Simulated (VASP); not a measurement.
# CuI (R-3m) in VASP: a series of runs

CuI is run at these levels: PBE; tasks: single point, relaxation of cell and atoms.

Everything below comes from runs of VASP 6.6.1. Logs are shortened: lines on timing, memory, paths and dates and some standing lists are left out, and cuts for length are marked.

### 1 The cell of the first run

The typed cell holds 2 atoms: a = 4.056 Å, b = 4.056 Å, c = 4.056 Å, α = 59.98°, β = 59.98°, γ = 59.98°.

### 2 Single point, PBE

The input, INCAR:

```
PREC = Accurate ; ENCUT = 520
EDIFF = 1E-7 ; ISMEAR = 0
SIGMA = 0.1 ; LREAL = False
LASPH = True ; NELM = 100
ALGO = Normal ; ISIF = 2
LWAVE = False ; LCHARG = True
GGA = PE ; LELF = True
LVHAR = True ; NBANDS = 16
```

The input, KPOINTS:

```
regular mesh
0
Gamma
  18 18 18
```

The input, POSCAR:

```
CuI
1.0
    2.0273877104      1.1705128387      3.3122966345
   -2.0273877104      1.1705128387      3.3122966345
    0.0000000000     -2.3410256824      3.3122966328
Cu I
1 1
Direct
    0.5000000000      0.5000000000      0.5000000000
    0.0000000000      0.0000000000      0.0000000000
```

Potentials or basis: VASP PAW PBE potentials, release 64 (Cu, I).

Started as:

```
$ cat potpaw_PBE.64/Cu/POTCAR potpaw_PBE.64/I/POTCAR > POTCAR
$ mpirun -np 1 vasp_std > vasp.out
```

OUTCAR:

```text
PREC = Accurate
   ENCUT = 520
   EDIFF = 1E-7
   ISMEAR = 0
   LREAL = False
   LASPH = True
   NELM = 100
   ISIF = 2
   GGA = PE

 ion  position               nearest neighbor table
   1  0.500  0.500  0.500-   2 2.87   2 2.87   2 2.87   2 2.87   2 2.87   2 2.87
   2  0.000  0.000  0.000-   1 2.87   1 2.87   1 2.87   1 2.87   1 2.87   1 2.87

  LATTYP: Found a trigonal (rhomboedric) cell.
 ALAT       =     4.0560707870
 COS(alpha) =     0.5003193138

  Lattice vectors:

 A1 = (   2.0273877104,   1.1705128387,   3.3122966345)
 A2 = (  -2.0273877104,   1.1705128387,   3.3122966345)
 A3 = (   0.0000000000,  -2.3410256824,   3.3122966328)

Analysis of symmetry for initial positions (statically):
=====================================================================
 Subroutine PRICEL returns:
 Original cell was already a primitive cell.

 Routine SETGRP: Setting up the symmetry group for a
 trigonal (rhombohedral) supercell.

 Subroutine GETGRP returns: Found 12 space group operations
 (whereof 12 operations were pure point group operations)
 out of a pool of 12 trial point group operations.

The static configuration has the point symmetry D_3d.

Analysis of symmetry for dynamics (positions and initial velocities):
=====================================================================
 Subroutine PRICEL returns:
 Original cell was already a primitive cell.

 Routine SETGRP: Setting up the symmetry group for a
 trigonal (rhombohedral) supercell.

 Subroutine GETGRP returns: Found 12 space group operations
 (whereof 12 operations were pure point group operations)
 out of a pool of 12 trial point group operations.

The dynamic configuration has the point symmetry D_3d.

 Subroutine INISYM returns: Found 12 space group operations
 (whereof 12 operations are pure point group operations),
 and found     1 'primitive' translations

----------------------------------------------------------------------------------------

                                     Primitive cell

  volume of cell :      47.1621

  direct lattice vectors                    reciprocal lattice vectors
     2.027387710  1.170512839  3.312296635     0.246622783  0.142387730  0.100635109
    -2.027387710  1.170512839  3.312296635    -0.246622783  0.142387730  0.100635109
     0.000000000 -2.341025682  3.312296633     0.000000000 -0.284775461  0.100635109

  length of vectors
     4.056070787  4.056070787  4.056070787     0.302033919  0.302033919  0.302033919

  position of ions in fractional coordinates (direct lattice)
     0.500000000  0.500000000  0.500000000
     0.000000000  0.000000000  0.000000000

  ion indices of the primitive-cell ions
   primitive index   ion index
                 1           1
                 2           2

----------------------------------------------------------------------------------------

 KPOINTS: regular mesh

Automatic generation of k-mesh.
 Grid dimensions read from file:
 generate k-points for:   18   18   18

 Generating k-lattice:

  Cartesian coordinates                     Fractional coordinates (reciprocal lattice)
     0.013701266  0.007910429  0.005590839     0.055555556  0.000000000  0.000000000
    -0.013701266  0.007910429  0.005590839     0.000000000  0.055555556  0.000000000
     0.000000000 -0.015820859  0.005590839    -0.000000000 -0.000000000  0.055555556

  Length of vectors
     0.016779662  0.016779662  0.016779662

  Shift w.r.t. Gamma in fractional coordinates (k-lattice)
     0.000000000  0.000000000  0.000000000

 Subroutine IBZKPT returns following result:
 ===========================================

 Found    580 irreducible k-points:

 Following reciprocal coordinates:
            Coordinates               Weight
  0.000000  0.000000  0.000000      1.000000
  0.055556  0.000000 -0.000000      6.000000
  0.111111  0.000000 -0.000000      6.000000
  0.166667  0.000000  0.000000      6.000000
  0.222222  0.000000  0.000000      6.000000
  0.277778  0.000000  0.000000      6.000000
[... 16 lines left out ...]
 -0.277778  0.055556 -0.000000     12.000000
 -0.222222  0.055556  0.000000     12.000000
 [... further k-points ...]
   k-points           NKPTS =    580   k-points in BZ     NKDIM =    580   number of bands    NBANDS=     16
   number of dos      NEDOS =    301   number of ions     NIONS =      2
   total plane-waves  NPLWV =  27000
   dimension x,y,z NGX =    30 NGY =   30 NGZ =   30
   dimension x,y,z NGXF=    60 NGYF=   60 NGZF=   60
   ions per type =               1   1
   NGX,Y,Z   is equivalent  to a cutoff of  12.30, 12.30, 12.30 a.u.
   NGXF,Y,Z  is equivalent  to a cutoff of  24.59, 24.59, 24.59 a.u.
 SYSTEM =  unknown system
   PREC   = accura    normal or accurate (medium, high low for compatibility)
   ISTART =      0    job   : 0-new  1-cont  2-samecut
   ICHARG =      2    charge: 1-file 2-atom 10-const
   ISPIN  =      1    spin polarized calculation?
   LNONCOLLINEAR =      F non collinear calculations
   LSORBIT =      F    spin-orbit coupling
   LASPH  =      T    aspherical Exc in radial PAW
   ENCUT  =  520.0 eV  38.22 Ry    6.18 a.u.   7.54  7.54  7.54*2*pi/ulx,y,z
   NELM   =    100;   NELMIN=  2; NELMDL= -5     # of ELM steps
   EDIFF  = 0.1E-06   stopping-criterion for ELM
   LREAL  =      F    real-space projection
   EDIFFG = 0.1E-05   stopping-criterion for IOM
   NSW    =      0    number of steps for IOM
   IBRION =     -1    ionic relax: 0-MD 1-quasi-New 2-CG
   NFREE  =      0    steps in history (QN), initial steepest desc. (CG)
   ISIF   =      2    stress and relaxation
   ISYM   =      2    0-nonsym 1-usesym 2-fastsym
   POTIM  = 0.5000    time-step for ionic-motion
   TEBEG  =    0.0;   TEEND  =   0.0 temperature during run
   PSTRESS=    0.0 pullay stress
   NELECT =      18.0000    total number of electrons
   NUPDOWN=      -1.0000    fix difference up-down
   EMIN   =  10.00;   EMAX   =-10.00  energy-range for DOS
   EFERMI =   0.00;   METHOD = LEGACY
   ISMEAR =     0;   SIGMA  =   0.10  broadening in eV -4-tet -1-fermi 0-gaus
   EFERMI_NEDOS =   21; number of points for ismear=-14 and -15
   IALGO  =     38    algorithm
   IMIX   =      4    mixing-type and parameters
     AMIX     =   0.40;   BMIX     =  1.00
     AMIX_MAG =   1.60;   BMIX_MAG =  1.00
  volume/ion in A,a.u.               =      23.58       159.13
  Fermi-wavevector in a.u.,A,eV,Ry     =   1.187502  2.244054 19.186419  1.410162
  Thomas-Fermi vector in A             =   2.323652
   LORBIT       =      0    0 simple, 1 ext, 2 COOP (PROOUT), +10 PAW based schemes
   GGA     = PE    functional components
   LHFCALC =     F    Hartree Fock is set to
   AEXX    =    0.0000 exact exchange contribution
   IVDW    =     0    specifies the selected vdW correction
   LEPSILON=     F    determine dielectric tensor
   LRPA    =     F    only Hartree local field effects (RPA)
 non-spin polarized calculation
 Gauss-broadening in eV      SIGMA  =   0.10
  energy-cutoff  :      520.00
  volume of cell :       47.16
 maximum number of plane-waves:      1303
   NGX = 15   NGY = 15   NGZ = 15

 number of electron      18.0000001 magnetization

 Free energy of the ion-electron system (eV)
  ---------------------------------------------------
  ext. energy  EPLUGINS =         0.00000000
  ---------------------------------------------------
  free energy    TOTEN  =        -5.09531492 eV

  energy without entropy =       -5.09217516  energy(sigma->0) =       -5.09374504

 E-fermi :   6.1237     XC(G=0):  -9.9964

 val. band max:        6.1158689150   @ k =   0.5000   0.4444   0.4444
 cond. band min:       6.1327228029   @ k =   0.5000   0.0000   0.0000
 fundamental gap:      0.0168538879
 Fermi energy:         6.1237272081

 k-point     1 :       0.0000    0.0000    0.0000
  band No.  band energies     occupation
      1      -8.1049      2.00000
      2       4.1988      2.00000
      3       4.1988      2.00000
      4       4.2192      2.00000
      5       4.2198      2.00000
      6       4.2198      2.00000
[... 8 lines left out ...]
     15      14.8283      0.00000
     16      14.8283      0.00000

 k-point     2 :       0.0556    0.0000   -0.0000
  band No.  band energies     occupation
      1      -8.0819      2.00000
      2       3.9313      2.00000
      3       3.9730      2.00000
      4       3.9745      2.00000
      5       4.2229      2.00000
      6       4.2233      2.00000
[... 8 lines left out ...]
     15      14.5127      0.00000
     16      14.7939      0.00000

 k-point     3 :       0.1111    0.0000   -0.0000
  band No.  band energies     occupation
      1      -8.0142      2.00000
      2       3.3076      2.00000
      3       3.6997      2.00000
      4       3.7014      2.00000
      5       4.2411      2.00000
      6       4.2414      2.00000
[... 8 lines left out ...]
     15      14.2142      0.00000
     16      14.6264      0.00000

 k-point     4 :       0.1667    0.0000    0.0000
  band No.  band energies     occupation
      1      -7.9064      2.00000
      2       2.5798      2.00000
      3       3.4444      2.00000
      4       3.4461      2.00000
      5       4.2693      2.00000
      6       4.2696      2.00000
[... 8 lines left out ...]
     15      14.3658      0.00000
     16      14.4600      0.00000

 k-point     5 :       0.2222    0.0000    0.0000
  band No.  band energies     occupation
      1      -7.7664      2.00000
      2       1.8545      2.00000
      3       3.2163      2.00000
      4       3.2180      2.00000
      5       4.3044      2.00000
      6       4.3047      2.00000
[... 8 lines left out ...]
     15      14.7495      0.00000
     16      14.7552      0.00000

 k-point     6 :       0.2778    0.0000    0.0000
  band No.  band energies     occupation
      1      -7.6066      2.00000
      2       1.1860      2.00000
      3       3.0217      2.00000
      4       3.0234      2.00000
      5       4.3424      2.00000
      6       4.3428      2.00000
[... 8 lines left out ...]
     15      15.2813      0.00000
     16      15.2876      0.00000

 k-point     7 :       0.3333    0.0000    0.0000
  band No.  band energies     occupation
      1      -7.4441      2.00000
      2       0.6130      2.00000
      3       2.8655      2.00000
      4       2.8671      2.00000
      5       4.3788      2.00000
      6       4.3792      2.00000
[... 8 lines left out ...]
     15      15.9277      0.00000
     16      15.9345      0.00000

 k-point     8 :       0.3889    0.0000    0.0000
  band No.  band energies     occupation
      1      -7.3010      2.00000
      2       0.1697      2.00000
      3       2.7513      2.00000
      4       2.7529      2.00000
      5       4.4089      2.00000
      6       4.4093      2.00000
[... 8 lines left out ...]
     15      16.6624      0.00000
     16      16.6698      0.00000

 k-point     9 :       0.4444    0.0000    0.0000
  band No.  band energies     occupation
      1      -7.2015      2.00000
      2      -0.1125      2.00000
      3       2.6818      2.00000
      4       2.6834      2.00000
      5       4.4288      2.00000
      6       4.4291      2.00000
[... 8 lines left out ...]
     15      17.4197      0.00000
     16      17.4277      0.00000
[... 172 lines left out ...]
 k-point    19 :       0.5000    0.0556    0.0000
  band No.  band energies     occupation
      1      -7.1600      2.00000
      2      -0.1650      2.00000
      3       2.6181      2.00000
      4       2.6612      2.00000
      5       4.4296      2.00000
      6       4.4375      2.00000
[... 8 lines left out ...]
     15      17.8826      0.00000
     16      17.9565      0.00000

 k-point    20 :      -0.4444    0.0556   -0.0000
  band No.  band energies     occupation
      1      -7.1719      2.00000
      2      -0.1334      2.00000
      3       2.6293      2.00000
      4       2.6641      2.00000
      5       4.4298      2.00000
      6       4.4330      2.00000
[... 8 lines left out ...]
     15      17.2876      0.00000
     16      18.2425      0.00000

 k-point    21 :      -0.3889    0.0556   -0.0000
  band No.  band energies     occupation
      1      -7.2508      2.00000
      2       0.0843      2.00000
      3       2.6886      2.00000
      4       2.7122      2.00000
      5       4.4096      2.00000
      6       4.4206      2.00000
[... 8 lines left out ...]
     15      16.4893      0.00000
     16      17.7075      0.00000

 k-point    22 :      -0.3333    0.0556    0.0000
  band No.  band energies     occupation
      1      -7.3802      2.00000
      2       0.4678      2.00000
      3       2.7959      2.00000
      4       2.8036      2.00000
      5       4.3795      2.00000
      6       4.3950      2.00000
[... 8 lines left out ...]
     15      15.7340      0.00000
     16      16.9387      0.00000

 k-point    23 :      -0.2778    0.0556   -0.0000
  band No.  band energies     occupation
      1      -7.5369      2.00000
      2       0.9864      2.00000
      3       2.9349      2.00000
      4       2.9505      2.00000
      5       4.3437      2.00000
      6       4.3610      2.00000
[... 8 lines left out ...]
     15      15.0718      0.00000
     16      16.2097      0.00000

 k-point    24 :      -0.2222    0.0556    0.0000
  band No.  band energies     occupation
      1      -7.6979      2.00000
      2       1.6038      2.00000
      3       3.1021      2.00000
      4       3.1507      2.00000
      5       4.3067      2.00000
      6       4.3236      2.00000
[... 8 lines left out ...]
     15      14.6585      0.00000
     16      15.5783      0.00000

 [... further k-points ...]
[... 5 lines left out ...]
  --------------------------------------------------------------------------------------
  -------------------------------------------------------------------------------------
  Total        0.0121580      0.0121580      0.0067148      0.0000000      0.0000000      0.0000000
  in kB        0.4130292      0.4130292      0.2281131      0.0000000      0.0000000      0.0000000
  external PRESSURE =       0.3513905 kB  Pullay stress =       0.0000000 kB

 VOLUME and BASIS-vectors are now :
 -----------------------------------------------------------------------------
  energy-cutoff  :      520.00
  volume of cell :       47.16
      direct lattice vectors                 reciprocal lattice vectors
     2.027387710  1.170512839  3.312296635     0.246622783  0.142387730  0.100635109
    -2.027387710  1.170512839  3.312296635    -0.246622783  0.142387730  0.100635109
     0.000000000 -2.341025682  3.312296633     0.000000000 -0.284775461  0.100635109

 POSITION                                       TOTAL-FORCE (eV/Angst)
 -----------------------------------------------------------------------------------
      0.00000     -0.00000      4.96844         0.000000     -0.000000      0.000000
      0.00000      0.00000      0.00000        -0.000000      0.000000     -0.000000
 -----------------------------------------------------------------------------------
    total drift:                               -0.000000      0.000000      0.000000

  FREE ENERGIE OF THE ION-ELECTRON SYSTEM (eV)
  ---------------------------------------------------
  free  energy   TOTEN  =        -5.0953149196 eV

  energy  without entropy=       -5.0921751558  energy(sigma->0) =       -5.09374504
```

It took 4.8 min on 1 thread of Intel Xeon Platinum 8488C (Sapphire Rapids), shared host; peak memory 0.54 GiB.

Results:

| Item | Value |
| --- | --- |
| Free energy | -5.0953 eV |
| Pressure | 0.0 GPa |
| Band gap on the k mesh | zero (band 9 reaches 6.13 eV, above the bottom of band 10 at 5.70 eV) |

Caveat: spin-orbit coupling is left out, which moves the levels of the heavy elements; semilocal functionals often make such compounds metallic where correlation or magnetic order opens a gap, which also shifts bond lengths.

### 3 Relaxation of cell and atoms, PBE

This run uses another cell than the first one, of 23.86 Å³/atom, 1.012 times its volume.

The input, INCAR:

```
SYSTEM = CuI
ALGO = Normal
EDIFF = 1E-6
EDIFFG = -0.01
ENCUT = 600
GGA = PE
IBRION = 2
ISIF = 3
ISMEAR = 0
LASPH = .TRUE.
LCHARG = .FALSE.
LREAL = .FALSE.
LWAVE = .FALSE.
NELM = 100
NSW = 100
PREC = Accurate
SIGMA = 0.1
```

The input, KPOINTS:

```
k-points
0
G
  18 18 18
  0 0 0
```

The input, POSCAR:

```
CuI
1.0
    2.0295678700      1.1717715500      3.3438949700
   -2.0295678700      1.1717715500      3.3438949700
    0.0000000000     -2.3435431100      3.3438949700
Cu I
1 1
Direct
    0.5000000000      0.5000000000      0.5000000000
    0.0000000000      0.0000000000      0.0000000000
```

Potentials or basis: VASP PAW PBE potentials, release 64 (Cu, I).

Started as:

```
$ cat potpaw_PBE.64/Cu/POTCAR potpaw_PBE.64/I/POTCAR > POTCAR
$ mpirun -np 1 vasp_std > vasp.out
```

Run time: 19 min. Hardware: 1 thread of Intel Xeon Platinum 8375C at 2.90GHz (Ice Lake), shared host; peak memory 0.64 GiB.

Results (log left out):

```
Free energy                            : -5.0954 eV
Relaxed volume                         : 23.60 Å³/atom
Relaxed cell                           : a = 4.057 Å, b = 4.057 Å, c = 4.057 Å, α = 59.97°, β = 59.97°, γ = 59.97°
Space group after relaxing (to 0.05 Å) : Fm-3m (No. 225)
Energy gained by relaxing              : 0.5 meV/atom
Ionic steps                            : 5
Pressure after relaxing                : 0.0 GPa
Band gap on the k mesh                 : zero (band 9 reaches 6.12 eV, above the bottom of band 10 at 5.69 eV)
```

The path:
```csv
step,energy change (eV),largest force (eV/Å),pressure (GPa),volume (Å³)
1,0.0000,0.0000,-0.42,47.71
2,-0.0009,0.0000,-0.10,47.28
3,-0.0010,0.0000,0.04,47.16
4,-0.0010,0.0000,0.00,47.17
5,-0.0011,0.0000,-0.02,47.20
```

Final structure:
```
Cu I
1.0
     2.02773    1.17071    3.31364
    -2.02773    1.17071    3.31364
     0.00000   -2.34142    3.31364
Cu I
1 1
Direct
  0.50000 0.50000 0.50000
  0.00000 0.00000 0.00000
```

Levels at points of the mesh, in eV from the Fermi level:
```tsv
k point	band 7	band 8	band 9	band 10	band 11	band 12
(0.00, 0.00, 0.00)	-1.78	-1.78	-1.78	0.88	7.35	7.36
(0.50, 0.00, 0.00)	-1.60	0.01	0.01	2.82	4.44	4.44
(0.50, 0.50, 0.00)	-1.61	-1.61	-1.50	-0.42	4.47	10.00
(0.50, 0.50, 0.50)	-1.60	0.01	0.01	2.82	4.45	4.45
```

Caveat: spin-orbit coupling is left out, which moves the levels of the heavy elements; semilocal functionals often make such compounds metallic where correlation or magnetic order opens a gap, which also shifts bond lengths.
